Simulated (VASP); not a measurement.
Runs of VASP 6.6.1 on Ag. The structure is that of space group I4/mmm (No. 139), or close to it. The cells are those of the table. 

| cell | further INCAR settings | gap on the mesh (eV) | pressure (GPa) |
| --- | --- | --- | --- |
| a = 2.725 Å, angles 111.6, 111.6, 105.3°, 1 atom | ALGO = Fast; EDIFF = 1e-07; NBANDS = 12 | none | 10.8 |
| a = 2.795 Å, angles 107.5, 107.5, 113.5°, 1 atom | ALGO = Fast; EDIFF = 1e-06; NBANDS = 12 | none | 0.2 |
| a = 2.795 Å, angles 111.5, 111.5, 105.4°, 1 atom | ALGO = Fast; EDIFF = 1e-06; NBANDS = 12 | none | (a) |
| a = 2.750 Å, angles 112.3, 112.3, 104.0°, 1 atom | ALGO = Fast; EDIFF = 1e-06; NBANDS = 12 | none | 7.0 |

Alike in all rows: task single point; level PBEsol; potentials or basis VASP PAW PBE potentials, release 64 (Ag); no spin polarisation; k mesh 26 × 26 × 26; cutoff (eV) 520; smearing gaussian 0.15 eV.

Problem. Estimate the missing entries.

Solution. (a) 0.1.

Caveats: the PAW data sets were made with another functional, which shifts forces and pressure a little.

A k mesh can miss the band edges, and the runs leave out spin-orbit coupling on Ag.

A gap of «none» marks levels without a gap at the run's occupations.
